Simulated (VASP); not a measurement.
## La: single point with PBE

Crystal: La.

```
La
1.0
     3.77270    0.00000    0.00000
    -1.88635    3.26725    0.00000
     0.00000    0.00000   12.11270
La
4
Cartesian
  0.0000 0.0000 0.0000
  -1.8863 3.2673 6.0564
  0.0000 2.1782 9.0845
  1.8863 1.0891 3.0282
```

```yaml
Program: VASP 6.6.1
Task: single point
Functional: PBE
Potentials_or_basis: VASP PAW PBE potentials, release 64 (La)
Cutoff: 520 eV
k_mesh: 10 × 10 × 3
Occupations: methfessel-paxton, width 0.03 eV
Spin: no spin polarisation
```

The pressure is 0.0 GPa and the band gap on the k mesh is zero (bands 22 and 23 overlap by 1.21 eV).

Stress tensor (GPa, compression positive):
```
 0.16  0.00  0.00
 0.00  0.16  0.00
 0.00  0.00 -0.19
```

Levels at points of the mesh, in eV from the Fermi level:
```tsv
k point	band 18	band 19	band 20	band 21	band 22	band 23	band 24	band 25	band 26	band 27
(0.00, 0.00, 0.00)	-1.91	-1.88	-1.77	0.47	0.60	1.22	1.23	1.26	1.26	1.28
(0.50, 0.00, 0.00)	-1.83	-1.57	-1.06	-0.69	-0.31	-0.21	0.41	0.89	1.15	1.43
```

Run time: 3.1 min on 1 thread of Intel Xeon 8259CL, on a shared host, peak memory 0.31 GiB.

Caveat: spin-orbit coupling is left out, which moves the levels of the heavy elements.
